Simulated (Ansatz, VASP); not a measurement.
Cu: VASP beside Ansatz

Contents of INCAR:

```
SYSTEM = Cu
PREC     = Accurate       ! precision mode
ENCUT    = 520            ! plane-wave cutoff, eV
EDIFF    = 1E-8           ! SCF threshold, eV
ISMEAR   = -1             ! smearing method
SIGMA    = 0.03           ! smearing width, eV
LREAL    = .False.        ! projectors in reciprocal space
LASPH    = .True.         ! aspherical terms in the spheres
NELM     = 60             ! most SCF steps
ALGO     = Normal         ! electronic algorithm
ISIF     = 2              ! what is computed and relaxed
LWAVE    = .False.        ! write WAVECAR
LCHARG   = .False.        ! write CHGCAR
GGA      = PS             ! functional
LEFG     = .True.       
NBANDS   = 12             ! bands
```

The input KPOINTS:

```
Automatic mesh
0
Gamma
  17 17 17
  0 0 0
```

File POSCAR:

```
Cu
1.0
   -0.0180750000      1.7984625000      1.7984625000
    1.7984625000     -0.0180750000      1.7984625000
    1.7984625000      1.7984625000     -0.0180750000
Cu
1
Direct
    0.0000000000      0.0000000000      0.0000000000
```

Input for Ansatz:

```yaml
crystal:
  lattice:
    - [-0.018075, 1.7984625, 1.7984625]
    - [1.7984625, -0.018075, 1.7984625]
    - [1.7984625, 1.7984625, -0.018075]
  atoms:
    - { symbol: Cu, position: [0.0, 0.0, 0.0] }
kpoints:
  mp_grid: { grid: [17, 17, 17] }
scf:
  occupations: { method: fermi_dirac, width: 0.03 }
hamiltonian:
  xc: pbesol
  pseudopotentials: { kind: paw }
output:
  forces: true
  stress: true
  eigenvalues: true
  efg: { contact_densities: true }
  write_density: true
  write_potential: true
  elf: true
  volumetric_format: npy
```

Change from the starting cell: equal xy, yz and zx shear strains of -1 %, PAW files.

Alike in both runs: task electric field gradients; functional PBEsol; k mesh 17 × 17 × 17; occupations fermi-dirac, width 0.03 eV; no spin polarisation.

```csv
,VASP,Ansatz
version,VASP 6.6.1,Ansatz 0.2.0
potentials or method,"VASP PAW PBE potentials, release 64 (Cu)","PAW with Ansatz's default frozen-core files, scalar-relativistic"
plane-wave cutoff (eV),520,420
valence electrons in the cell,11,19
```

```csv
,VASP,Ansatz,Ansatz less VASP
pressure (GPa),-5.9,-6.6,-0.68
"traceless stress, the component that is largest in VASP (GPa)",0.71,0.75,+0.044
size of Vzz on the site where it differs most (V/Å²),0.8,0.7,-0.12
```

VASP's potentials were made for PBE, not for PBEsol. VASP's potentials hold 11 valence electrons a cell and Ansatz's 19, so a difference there can come from the potentials and not from the codes.
